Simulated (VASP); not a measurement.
A run of VASP 6.6.1 is set up as follows.

File INCAR:

```
PREC = Accurate
ENCUT = 520
EDIFF = 1E-8
ISMEAR = -1
SIGMA = 0.05
LREAL = False
LASPH = True
NELM = 60
ALGO = Normal
ISIF = 2
LWAVE = False
LCHARG = False
GGA = CA
LEFG = True
NBANDS = 11
```

KPOINTS

```
regular mesh
0
Gamma
  12 12 9
```

POSCAR

```
MgB2
1.0
    3.0746829003      0.0000000000      0.0000000000
   -1.5373414502      2.6627535003      0.0000000000
    0.0000000000      0.0000000000      3.5112173033
Mg B
1 2
Direct
    0.0000000000      0.0000000000      0.0000000000
    0.3333333333      0.6666666667      0.5000000000
    0.6666666667      0.3333333333      0.5000000000
```

Potentials or basis: VASP PAW LDA potentials, release 64 (Mg, B).

Run with:

```bash
$ cat potpaw_LDA.64/Mg/POTCAR potpaw_LDA.64/B/POTCAR > POTCAR
$ mpirun -np 1 vasp_std > vasp.out
```

Task: Estimate the pressure.

Result: -6.8 GPa.

Task: Predict the band gap on the k mesh.

Result: Zero (band 4 reaches 7.08 eV, above the bottom of band 5 at 3.36 eV).

Electric field gradients, principal values (V/Å²):
```tsv
atom	least	middle	greatest (by size)
1 Mg	0.196	0.196	-0.392
2 B	-10.044	-10.044	20.087
3 B	-10.044	-10.044	20.087
```

Caveat: without QUAD_EFG the Cq values of the log hold for a quadrupole moment of 1 mb, not for the nuclei.
